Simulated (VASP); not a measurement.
A run of VASP 6.6.1:

INCAR

```
PREC = Accurate
ENCUT = 520
EDIFF = 1E-7
ISMEAR = -1
SIGMA = 0.05
LREAL = False
LASPH = True
NELM = 80
ALGO = Normal
ISIF = 2
LWAVE = False
LCHARG = False
NBANDS = 13
```

KPOINTS

```
regular mesh
0
Gamma
  10 10 7
```

The input POSCAR:

```
O
1.0
    2.8514028533     -1.6624159400      0.0000000000
    2.8514028533      1.6624159400      0.0000000000
   -2.3944914034      0.0000000000      3.6470501824
O
2
Direct
    0.9745461700      0.9745461700      0.8444259800
    0.0254538300      0.0254538300      0.1555740200
```

Potentials or basis: VASP PAW LDA potentials, release 64 (O).

Run with:

```sh
$ cat potpaw_LDA.64/O/POTCAR > POTCAR
$ mpirun -np 1 vasp_std > vasp.out
```

Hardware: 1 thread of Intel(R) Xeon(R) Platinum 8488C (Sapphire Rapids) (shared host).

Q: Estimate the wall time of this run.

A: It took 99 s on 1 thread of Intel(R) Xeon(R) Platinum 8488C (Sapphire Rapids), on a shared host, peak memory 0.18 GiB. Counts: scf iterations 13, k points 196.
